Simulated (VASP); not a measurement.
Runs of VASP 6.6.1 on GaN. The structure is that of space group Pm-3m (No. 221), or close to it. The cells are those of the table. 

| task | level | cell | k mesh | cutoff (eV) | gap on the mesh (eV) | pressure (GPa) | relaxed volume (Å³/atom) |
| --- | --- | --- | --- | --- | --- | --- | --- |
| relaxation of cell and atoms | PBEsol | relaxed from a = 2.838 Å, 2 atoms | 8 × 8 × 8 | 600 | none | -0.1 | 9.88 |
| single point | PBEsol | a = 2.702 Å, 2 atoms | 8 × 8 × 8 | 520 | none | 0.5 | - |
| single point | r2SCAN+rVV10 | a = 2.688 Å, 2 atoms | 8 × 8 × 8 | 520 | none | (b) | - |
| single point | r2SCAN+rVV10 | a = 2.688 Å, 2 atoms | 10 × 10 × 10 | 520 | none | (a) | - |
| relaxation of cell and atoms | r2SCAN+rVV10 | relaxed from a = 2.702 Å, 2 atoms | 8 × 8 × 8 | 600 | none | 0.0 | 9.75 |

Alike in all rows: potentials or basis VASP PAW PBE potentials, release 64 (Ga_d, N); no spin polarisation; smearing fermi-dirac 0.03 eV.

Question: Estimate the missing entries.

Answer: (a) 0.7; (b) 0.6.

Caveats: the PAW data sets were made with another functional, which shifts forces and pressure a little.

A k mesh can miss the band edges, and the runs leave out spin-orbit coupling on Ga.

A gap of «none» marks levels without a gap at the run's occupations.
